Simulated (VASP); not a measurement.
ZnO (an interface model): single point with HSE06

Crystal: ZnO (an interface model).

```xyz
4
Lattice="3.2299 0.0000 0.0000 -1.6150 2.7972 0.0000 0.0000 0.0000 5.2145" Properties=species:S:1:pos:R:3 pbc="T T T"
Zn    1.6150    0.9324    2.5997
Zn    0.0000    1.8648    5.2069
O     0.0000    1.8648    1.9683
O     1.6150    0.9324    4.5755
```

| Quantity | Value |
| --- | --- |
| Program | VASP 6.6.1 |
| Task | single point |
| Functional | HSE06 |
| Potentials or basis | VASP PAW PBE potentials, release 64 (Zn, O) |
| Cutoff | 520 eV |
| k mesh | 4 × 4 × 2 |
| Occupations | fermi-dirac, width 0.05 eV |
| Spin | no spin polarisation |

```yaml
Pressure: 3.3 GPa
Largest_force: 0.010 eV/Å
Band_gap_on_the_k_mesh: 2.51 eV, direct
```

Forces on the atoms (eV/Å):
```
Zn   0.000  0.000 -0.010
Zn   0.000  0.000 -0.010
O    0.000  0.000  0.010
O    0.000  0.000  0.010
```

Stress tensor (GPa, compression positive):
```
3.53 0.00 0.00
0.00 3.53 0.00
0.00 0.00 2.79
```

Levels at points of the mesh, in eV from the valence-band top:
```csv
k point,band 16,band 17,band 18,band 19,band 20,band 21
"(0.00, 0.00, 0.00)",-0.08,0.00,0.00,2.51,7.26,10.31
"(0.50, 0.00, 0.00)",-2.42,-1.42,-0.89,7.83,8.70,9.38
"(0.00, 0.00, 0.50)",-0.43,-0.43,-0.43,5.27,5.27,12.20
"(0.50, 0.00, 0.50)",-1.62,-1.49,-1.49,7.53,7.53,10.76
```

It took 8.7 min on 1 thread of Intel(R) Xeon(R) 6975P-C (Granite Rapids), on a shared host, peak memory 0.26 GiB.

Caveat: the k points lie up to 0.60 Å⁻¹ apart; the PAW data sets were made with another functional, which shifts forces and pressure a little.
